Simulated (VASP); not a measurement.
## LiMg: single point with LDA

Crystal: LiMg.

```xyz
2
Lattice="1.5457 0.8924 5.0811 -1.5457 0.8924 5.0811 0.0000 -1.7849 5.0811" Properties=species:S:1:pos:R:3 pbc="T T T"
Li    0.0000    0.0000    0.0000
Mg    0.0000    0.0000    7.6216
```

| Quantity | Value |
| --- | --- |
| Program | VASP 6.6.1 |
| Task | single point |
| Functional | LDA |
| Potentials or basis | VASP PAW LDA potentials, release 64 (Li_sv, Mg) |
| Cutoff | 750 eV |
| k mesh | 11 × 11 × 11, shifted |
| Occupations | methfessel-paxton, width 0.1 eV |
| Spin | no spin polarisation |

```yaml
Pressure: -1.6 GPa
Band_gap_on_the_k_mesh: zero (an odd number of electrons rules out a gap without spin polarisation)
```

Stress tensor (GPa, compression positive):
```
-1.73  0.00  0.00
 0.00 -1.73  0.00
 0.00  0.00 -1.43
```

Levels at points of the mesh, in eV from the Fermi level:
```csv
k point,band 1,band 2,band 3,band 4,band 5,band 6
"(0.50, 0.50, 0.50)",-45.53,-5.36,-3.01,5.63,7.28,11.62
```

Run time: 88 s on 1 thread of Intel(R) Xeon(R) 6975P-C (Granite Rapids), on a shared host, peak memory 0.33 GiB.
